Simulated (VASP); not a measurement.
Here is a VASP 6.6.1 calculation.

File INCAR:

```
SYSTEM = ZnS
  PREC = Accurate
  ENCUT = 520
  EDIFF = 1E-7
  ISMEAR = 0
  SIGMA = 0.02
  LREAL = .FALSE.
  LASPH = .TRUE.
  NELM = 80
  ALGO = Normal
  ISIF = 2
  LWAVE = .FALSE.
  LCHARG = .FALSE.
  GGA = PE
  NBANDS = 26
```

The input KPOINTS:

```
Automatic mesh
0
G
  9 9 6
  0 0 0
```

Contents of POSCAR:

```
ZnS
1.0
    3.8066634158      0.0000000000      0.0000000000
   -1.9033317079      3.2966672217      0.0000000000
    0.0000000000      0.0000000000      6.2415970050
Zn S
2 2
Direct
    0.3333333333      0.6666666667      0.0052193967
    0.6666666667      0.3333333333      0.5052193967
    0.3333333333      0.6666666667      0.3797806033
    0.6666666667      0.3333333333      0.8797806033
```

Potentials or basis: VASP PAW PBE potentials, release 64 (Zn, S).

Launch:

```sh
$ cat potpaw_PBE.64/Zn/POTCAR potpaw_PBE.64/S/POTCAR > POTCAR
$ mpirun -np 1 vasp_std > vasp.out
```

**Question.** What does it give for the pressure?

**Answer.** 2.4 GPa.

**Question.** What does it give for the band gap on the k mesh?

**Answer.** 2.22 eV, direct.

Forces on the atoms (eV/Å):
```
Zn   0.000  0.000  0.008
Zn   0.000  0.000  0.008
S    0.000  0.000 -0.008
S    0.000  0.000 -0.008
```
